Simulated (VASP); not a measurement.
Runs of VASP 6.6.1 on As. The structure is that of space group P-3m1 (No. 164), or close to it. The cells are those of the table. 

```csv
cell,gap on the mesh (eV),largest force (eV/Å)
"a = 3.728, b = 3.728, c = 28.000 Å, angles 90.0, 90.0, 120.0°, 2 atoms",none,3.69
"a = 3.612, b = 3.612, c = 28.000 Å, angles 90.0, 90.0, 120.0°, 2 atoms",none,3.39
"a = 3.381, b = 3.381, c = 28.000 Å, angles 90.0, 90.0, 120.0°, 2 atoms",none,(a)
"a = 3.670, b = 3.670, c = 28.000 Å, angles 90.0, 90.0, 120.0°, 2 atoms",none,3.49
```

Alike in all rows: task single point; level PBE; potentials or basis VASP PAW PBE potentials, release 64 (As); no spin polarisation; k mesh 9 × 9 × 1; cutoff (eV) 520; smearing gaussian 0.02 eV.

Problem. Fill in the values left out.

Solution. (a) 8.44.

A k mesh can miss the band edges, and the runs leave out spin-orbit coupling on As.

A gap of «none» marks levels without a gap at the run's occupations.
